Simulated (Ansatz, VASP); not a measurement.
Ba: VASP beside Ansatz

Contents of INCAR:

```
SYSTEM = Ba
PREC = Accurate
ENCUT = 520
EDIFF = 1E-6
ISMEAR = 0
SIGMA = 0.15
LREAL = .FALSE.
LASPH = .TRUE.
NELM = 60
ALGO = Fast
ISIF = 2
LWAVE = .FALSE.
LCHARG = .FALSE.
GGA = PS
NBANDS = 11
```

Contents of KPOINTS:

```
regular mesh
0
G
  14 14 14
  0 0 0
```

File POSCAR:

```
Ba
1.0
    0.8524802599      3.4781894793      3.4781894793
    3.4781894793      0.8524802599      3.4781894793
    3.4781894793      3.4781894793      0.8524802599
Ba
1
Direct
    0.0000000000      0.0000000000      0.0000000000
```

Input for Ansatz:

```yaml
crystal:
  lattice:
    - [0.8524802599, 3.4781894793, 3.4781894793]
    - [3.4781894793, 0.8524802599, 3.4781894793]
    - [3.4781894793, 3.4781894793, 0.8524802599]
  atoms:
    - { symbol: Ba, position: [0.0, 0.0, 0.0] }
basis:
  ecutwfc: 420
kpoints:
  mp_grid: { grid: [14, 14, 14] }
hamiltonian:
  xc: pbesol
  pseudopotentials: { kind: paw }
scf:
  occupations: { method: gaussian, width: 0.15 }
output:
  forces: true
  stress: true
  eigenvalues: true
```

Alike in both runs: task single point; functional PBEsol; k mesh 14 × 14 × 14; occupations gaussian, width 0.15 eV; no spin polarisation.

|  | VASP | Ansatz |
| --- | --- | --- |
| version | VASP 6.6.1 | Ansatz 0.2.0 |
| potentials or method | VASP PAW PBE potentials, release 64 (Ba_sv), cutoff 520 eV | scalar-relativistic, plane waves, PAW |
| valence electrons in the cell | 10 | 10 |

```csv
,VASP,Ansatz,Ansatz less VASP
gap on the k mesh at the Fermi level (eV),none,none,-
pressure (GPa),1.9,1.7,-0.22
"traceless stress, the component that is largest in VASP (GPa)",-3.12,-3.03,+0.086
```

VASP's potentials were made for PBE, not for PBEsol. A gap of «none» marks a metal or a gap that the smearing closes.

Neither program's run includes spin-orbit coupling.
